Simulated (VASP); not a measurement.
# AlGa2Sb3: single point with PBE

Crystal: AlGa2Sb3.

```
CELL_PARAMETERS angstrom
5.14358 0.00000 0.00000
-2.57179 4.45447 0.00000
0.00000 0.00000 6.37792
ATOMIC_POSITIONS crystal
Al 0.00000 0.00000 0.00000
Ga 0.66667 0.33333 0.25262
Ga 0.66667 0.33333 0.74738
Sb 0.00000 0.00000 0.50000
Sb 0.33333 0.66667 0.00000
Sb 0.33333 0.66667 0.50000
```

The cell was generated, and may not be a known phase.

```
Program             : VASP 6.6.1
Task                : single point
Functional          : PBE
Potentials or basis : VASP PAW PBE potentials, release 64 (Al, Ga_d, Sb)
Cutoff              : 520 eV
k mesh              : 6 × 6 × 2
Occupations         : gaussian, width 0.1 eV
Spin                : no spin polarisation
```

| Item | Value |
| --- | --- |
| Pressure | 0.3 GPa |
| Band gap on the k mesh | zero (bands 22 and 23 overlap by 2.16 eV) |

Forces on the atoms (eV/Å):
```
Al   0.000  0.000  0.000
Ga   0.000  0.000  0.003
Ga   0.000  0.000 -0.003
Sb   0.000  0.000  0.000
Sb   0.000  0.000  0.000
Sb   0.000  0.000  0.000
```

Stress tensor (GPa, compression positive):
```
0.39 0.00 0.00
0.00 0.39 0.00
0.00 0.00 0.06
```

Levels at points of the mesh, in eV from the Fermi level:
```csv
k point,band 19,band 20,band 21,band 22,band 23,band 24,band 25,band 26
"(0.00, 0.00, 0.00)",-2.05,-1.81,-1.06,-1.01,-1.01,-0.37,0.68,1.90
"(0.50, 0.00, 0.00)",-2.07,-1.76,-1.68,0.94,1.05,1.86,2.87,3.32
"(0.00, 0.00, 0.50)",-2.06,-2.06,-1.80,-1.30,-1.22,-1.22,-0.34,-0.34
"(0.50, 0.00, 0.50)",-1.02,-1.00,-0.49,-0.06,1.92,2.32,2.46,3.00
```

It took 35 s on 1 thread of AMD EPYC 9R45 (Zen 5), on a shared host, peak memory 0.25 GiB.

Caveat: the k points lie up to 0.49 Å⁻¹ apart, too coarse for converged energies and pressures of a metal; spin-orbit coupling is left out, which moves the levels of the heavy elements.
